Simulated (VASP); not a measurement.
# ZnSn2N2 (P-4m2) in VASP: further runs

Aim: see how the results for ZnSn2N2 move with the level of theory and the settings. Levels: PBE, PBEsol. Tasks: relaxation of the atoms, single point.

All numbers are computed with VASP 6.6.1; they aren't measurements. Logs are shortened: lines on timing, memory, paths and dates and some standing lists are left out, and cuts for length are marked.

### Step 1. The cell of the first run

The structure is tetragonal, space group P-4m2 (No. 115). The conventional cell has a = 3.352 Å, b = 3.352 Å, c = 7.984 Å, α = 90.00°, β = 90.00°, γ = 90.00°. Within 2.8 Å of Sn (site symmetry 2mm) lie 2 N at 2.11 Å. Zn (site symmetry -4m2) has 4 N at 2.04 Å within 2.7 Å. N (site symmetry 2mm) has 2 Zn at 2.04 Å and 2 Sn at 2.11 Å within 2.7 Å.

### Step 2. Relaxation of the atoms, PBE

INCAR reads:

```
PREC     = Accurate       # precision mode
ENCUT    = 520            # plane-wave cutoff, eV
EDIFF    = 1E-6           # SCF threshold, eV
ISMEAR   = -1             # smearing method
SIGMA    = 0.05           # smearing width, eV
LREAL    = False          # projectors in reciprocal space
LASPH    = True           # aspherical terms in the spheres
NELM     = 80             # most SCF steps
ALGO     = Normal         # electronic algorithm
ISIF     = 2              # what is computed and relaxed
LWAVE    = False          # write WAVECAR
LCHARG   = False          # write CHGCAR
GGA      = PE             # functional
IBRION   = 2              # ionic algorithm
NSW      = 60             # ionic steps
EDIFFG   = -0.01          # ionic threshold
```

KPOINTS reads:

```
regular mesh
0
Gamma
  7 7 3
```

POSCAR reads:

```
ZnSn2N2
1.0
    3.3523260000      0.0000000000      0.0000000000
    0.0000000000      3.3523260000      0.0000000000
    0.0000000000      0.0000000000      7.9835669100
Sn Zn N
2 1 2
Direct
    0.5000000000      0.5000000000      0.3058270000
    0.5000000000      0.5000000000      0.6941730000
    0.0000000000      0.0000000000      0.0000000000
    0.0000000000      0.5000000000      0.8541900000
    0.5000000000      0.0000000000      0.1458100000
```

Potentials or basis: VASP PAW PBE potentials, release 64 (Sn_d, Zn, N).

The run is started by

```
$ cat potpaw_PBE.64/Sn_d/POTCAR potpaw_PBE.64/Zn/POTCAR potpaw_PBE.64/N/POTCAR > POTCAR
$ mpirun -np 1 vasp_std > vasp.out
```

OUTCAR:

```text
PREC = Accurate
   ENCUT = 520
   EDIFF = 1E-6
   ISMEAR = -1
   LREAL = False
   LASPH = True
   NELM = 80
   ISIF = 2
   GGA = PE
   IBRION = 2
   NSW = 60
   EDIFFG = -0.01

 ion  position               nearest neighbor table
   1  0.500  0.500  0.306-   5 2.11   5 2.11   2 3.10   3 3.40   3 3.40   3 3.40   3 3.40
   2  0.500  0.500  0.694-   4 2.11   4 2.11   1 3.10   3 3.40   3 3.40   3 3.40   3 3.40
   3  0.000  0.000  0.000-   4 2.04   5 2.04   4 2.04   5 2.04   1 3.40   2 3.40   1 3.40   1 3.40
                             2 3.40   2 3.40   1 3.40   2 3.40
   4  0.000  0.500  0.854-   3 2.04   3 2.04   2 2.11   2 2.11
   5  0.500  0.000  0.146-   3 2.04   3 2.04   1 2.11   1 2.11

  LATTYP: Found a simple tetragonal cell.
 ALAT       =     3.3523260000
 C/A-ratio  =     2.3815007580

  Lattice vectors:

 A1 = (   3.3523260000,   0.0000000000,   0.0000000000)
 A2 = (   0.0000000000,   3.3523260000,   0.0000000000)
 A3 = (   0.0000000000,   0.0000000000,   7.9835669100)

Analysis of symmetry for initial positions (statically):
=====================================================================
 Subroutine PRICEL returns:
 Original cell was already a primitive cell.

 Routine SETGRP: Setting up the symmetry group for a
 simple tetragonal supercell.

 Subroutine GETGRP returns: Found  8 space group operations
 (whereof  8 operations were pure point group operations)
 out of a pool of 16 trial point group operations.

The static configuration has the point symmetry D_2d.

Analysis of symmetry for dynamics (positions and initial velocities):
=====================================================================
 Subroutine PRICEL returns:
 Original cell was already a primitive cell.

 Routine SETGRP: Setting up the symmetry group for a
 simple tetragonal supercell.

 Subroutine GETGRP returns: Found  8 space group operations
 (whereof  8 operations were pure point group operations)
 out of a pool of 16 trial point group operations.

The dynamic configuration has the point symmetry D_2d.

 Subroutine INISYM returns: Found  8 space group operations
 (whereof  8 operations are pure point group operations),
 and found     1 'primitive' translations

----------------------------------------------------------------------------------------

                                     Primitive cell

  volume of cell :      89.7200

  direct lattice vectors                    reciprocal lattice vectors
     3.352326000  0.000000000  0.000000000     0.298300344  0.000000000  0.000000000
     0.000000000  3.352326000  0.000000000     0.000000000  0.298300344  0.000000000
     0.000000000  0.000000000  7.983566910     0.000000000  0.000000000  0.125257296

  length of vectors
     3.352326000  3.352326000  7.983566910     0.298300344  0.298300344  0.125257296

  position of ions in fractional coordinates (direct lattice)
     0.500000000  0.500000000  0.305827000
     0.500000000  0.500000000  0.694173000
     0.000000000  0.000000000  0.000000000
     0.000000000  0.500000000  0.854190000
     0.500000000  0.000000000  0.145810000

  ion indices of the primitive-cell ions
   primitive index   ion index
                 1           1
                 2           2
                 3           3
                 4           4
                 5           5

----------------------------------------------------------------------------------------

 KPOINTS: regular mesh

Automatic generation of k-mesh.
 Grid dimensions read from file:
 generate k-points for:    7    7    3

 Generating k-lattice:

  Cartesian coordinates                     Fractional coordinates (reciprocal lattice)
     0.042614335  0.000000000  0.000000000     0.142857143  0.000000000  0.000000000
     0.000000000  0.042614335  0.000000000     0.000000000  0.142857143  0.000000000
     0.000000000  0.000000000  0.041752432     0.000000000  0.000000000  0.333333333

  Length of vectors
     0.042614335  0.042614335  0.041752432

  Shift w.r.t. Gamma in fractional coordinates (k-lattice)
     0.000000000  0.000000000  0.000000000

 Subroutine IBZKPT returns following result:
 ===========================================

 Found     20 irreducible k-points:

 Following reciprocal coordinates:
            Coordinates               Weight
  0.000000  0.000000  0.000000      1.000000
  0.142857  0.000000  0.000000      4.000000
  0.285714  0.000000  0.000000      4.000000
  0.428571  0.000000  0.000000      4.000000
  0.142857  0.142857  0.000000      4.000000
  0.285714  0.142857  0.000000      8.000000
[... 12 lines left out ...]
  0.428571  0.285714  0.333333     16.000000
  0.428571  0.428571  0.333333      8.000000
   k-points           NKPTS =     20   k-points in BZ     NKDIM =     20   number of bands    NBANDS=     30
   number of dos      NEDOS =    301   number of ions     NIONS =      5
   total plane-waves  NPLWV =  47040
   dimension x,y,z NGX =    28 NGY =   28 NGZ =   60
   dimension x,y,z NGXF=    56 NGYF=   56 NGZF=  120
   ions per type =               2   1   2
   NGX,Y,Z   is equivalent  to a cutoff of  13.89, 13.89, 12.49 a.u.
   NGXF,Y,Z  is equivalent  to a cutoff of  27.77, 27.77, 24.99 a.u.
 SYSTEM =  unknown system
   PREC   = accura    normal or accurate (medium, high low for compatibility)
   ISTART =      0    job   : 0-new  1-cont  2-samecut
   ICHARG =      2    charge: 1-file 2-atom 10-const
   ISPIN  =      1    spin polarized calculation?
   LNONCOLLINEAR =      F non collinear calculations
   LSORBIT =      F    spin-orbit coupling
   LASPH  =      T    aspherical Exc in radial PAW
   ENCUT  =  520.0 eV  38.22 Ry    6.18 a.u.   6.23  6.23 14.84*2*pi/ulx,y,z
   NELM   =     80;   NELMIN=  2; NELMDL= -5     # of ELM steps
   EDIFF  = 0.1E-05   stopping-criterion for ELM
   LREAL  =      F    real-space projection
   EDIFFG = -.1E-01   stopping-criterion for IOM
   NSW    =     60    number of steps for IOM
   IBRION =      2    ionic relax: 0-MD 1-quasi-New 2-CG
   NFREE  =      1    steps in history (QN), initial steepest desc. (CG)
   ISIF   =      2    stress and relaxation
   ISYM   =      2    0-nonsym 1-usesym 2-fastsym
   POTIM  = 0.5000    time-step for ionic-motion
   TEBEG  =    0.0;   TEEND  =   0.0 temperature during run
   PSTRESS=    0.0 pullay stress
   NELECT =      50.0000    total number of electrons
   NUPDOWN=      -1.0000    fix difference up-down
   EMIN   =  10.00;   EMAX   =-10.00  energy-range for DOS
   EFERMI =   0.00;   METHOD = LEGACY
   ISMEAR =    -1;   SIGMA  =   0.05  broadening in eV -4-tet -1-fermi 0-gaus
   EFERMI_NEDOS =   21; number of points for ismear=-14 and -15
   IALGO  =     38    algorithm
   IMIX   =      4    mixing-type and parameters
     AMIX     =   0.40;   BMIX     =  1.00
     AMIX_MAG =   1.60;   BMIX_MAG =  1.00
  volume/ion in A,a.u.               =      17.94       121.09
  Fermi-wavevector in a.u.,A,eV,Ry     =   1.347209  2.545856 24.694199  1.814972
  Thomas-Fermi vector in A             =   2.474978
   LORBIT       =      0    0 simple, 1 ext, 2 COOP (PROOUT), +10 PAW based schemes
   GGA     = PE    functional components
   LHFCALC =     F    Hartree Fock is set to
   AEXX    =    0.0000 exact exchange contribution
   IVDW    =     0    specifies the selected vdW correction
   LEPSILON=     F    determine dielectric tensor
   LRPA    =     F    only Hartree local field effects (RPA)
 conjugate gradient relaxation of ions
 non-spin polarized calculation
  energy-cutoff  :      520.00
  volume of cell :       89.72
 maximum number of plane-waves:      2429
 NGX is ok and might be reduce to    28
   NGX = 13   NGY = 13   NGZ = 29

--------------------------------------- Ionic step        1  -------------------------------------------

 number of electron      50.0000011 magnetization

 Free energy of the ion-electron system (eV)
  ---------------------------------------------------
  ext. energy  EPLUGINS =         0.00000000
  ---------------------------------------------------
  free energy    TOTEN  =       -24.19439674 eV

  energy without entropy =      -24.18152120  energy(sigma->0) =      -24.18795897

------------------------ aborting loop because EDIFF is reached ----------------------------------------

  FORCE on cell =-STRESS in cart. coord.  units (eV):
  Direction    XX          YY          ZZ          XY          YZ          ZX
  --------------------------------------------------------------------------------------
  -------------------------------------------------------------------------------------
  Total        0.3025012      0.3025012      0.6375416      0.0000000     -0.0000000      0.0000000
  in kB        5.4019212      5.4019212     11.3849115      0.0000000     -0.0000000      0.0000000
  external PRESSURE =       7.3962513 kB  Pullay stress =       0.0000000 kB
[... 180 lines left out ...]
  energy  without entropy=      -24.1817319194  energy(sigma->0) =      -24.18825275

--------------------------------------- Ionic step        6  -------------------------------------------

 number of electron      50.0000015 magnetization

 Free energy of the ion-electron system (eV)
  ---------------------------------------------------
  ext. energy  EPLUGINS =         0.00000000
  ---------------------------------------------------
  free energy    TOTEN  =       -24.19482159 eV

  energy without entropy =      -24.18170465  energy(sigma->0) =      -24.18826312

 E-fermi :   5.6019     XC(G=0): -10.2705

 val. band max:        5.5611422544   @ k =   0.2857   0.1429   0.3333
 cond. band min:       5.6084239053   @ k =   0.1429   0.1429   0.0000
 fundamental gap:      0.0472816509
 Fermi energy:         5.6019121580

 k-point     1 :       0.0000    0.0000    0.0000
  band No.  band energies     occupation
      1     -15.9564      2.00000
      2     -15.9554      2.00000
      3     -15.8241      2.00000
      4     -15.7535      2.00000
      5     -15.7535      2.00000
      6     -15.6998      2.00000
[... 681 lines left out ...]
  FREE ENERGIE OF THE ION-ELECTRON SYSTEM (eV)
  ---------------------------------------------------
  free  energy   TOTEN  =       -24.1948215914 eV

  energy  without entropy=      -24.1817046498  energy(sigma->0) =      -24.18826312

 reached required accuracy - stopping structural energy minimisation
```

It took 6.2 min on 1 thread of Intel Xeon 8259CL, shared host; peak memory 0.24 GiB.

Results:

```yaml
Free_energy: -24.1948 eV
Energy_gained_by_relaxing: 0.1 meV/atom
Ionic_steps: 6
Pressure_after_relaxing: 0.5 GPa
Band_gap_on_the_k_mesh: zero (band 25 reaches 5.96 eV, above the bottom of band 26 at 4.68 eV)
```

Forces in eV/Å, atoms in the order of the input:
```
Sn   0.000  0.000 -0.001
Sn   0.000  0.000  0.001
Zn   0.000  0.000  0.000
N    0.000  0.000 -0.003
N    0.000  0.000  0.003
```

Step by step:
```
step  energy change (eV)  largest force (eV/Å)  pressure (GPa)
   1              0.0000                0.0803            0.74
   2             -0.0003                0.0302            0.59
   3             -0.0003                0.0207            0.63
   4             -0.0003                0.0221            0.60
   5             -0.0004                0.0167            0.58
   6             -0.0004                0.0028            0.55
```

Final structure:
```
CELL_PARAMETERS angstrom
3.35233 0.00000 0.00000
0.00000 3.35233 0.00000
0.00000 0.00000 7.98357
ATOMIC_POSITIONS crystal
Sn 0.50000 0.50000 0.30658
Sn 0.50000 0.50000 0.69342
Zn 0.00000 0.00000 0.00000
N 0.00000 0.50000 0.85403
N 0.50000 0.00000 0.14597
```

Levels at points of the mesh, in eV from the Fermi level:
| k point | band 21 | band 22 | band 23 | band 24 | band 25 | band 26 | band 27 | band 28 | band 29 | band 30 |
| --- | --- | --- | --- | --- | --- | --- | --- | --- | --- | --- |
| (0.00, 0.00, 0.00) | -2.75 | -2.75 | -1.15 | -1.15 | 0.36 | 0.70 | 3.25 | 5.46 | 5.46 | 6.12 |

Caveat: spin-orbit coupling is left out, which moves the levels of the heavy elements.

(Continued in part 2 of 3.)
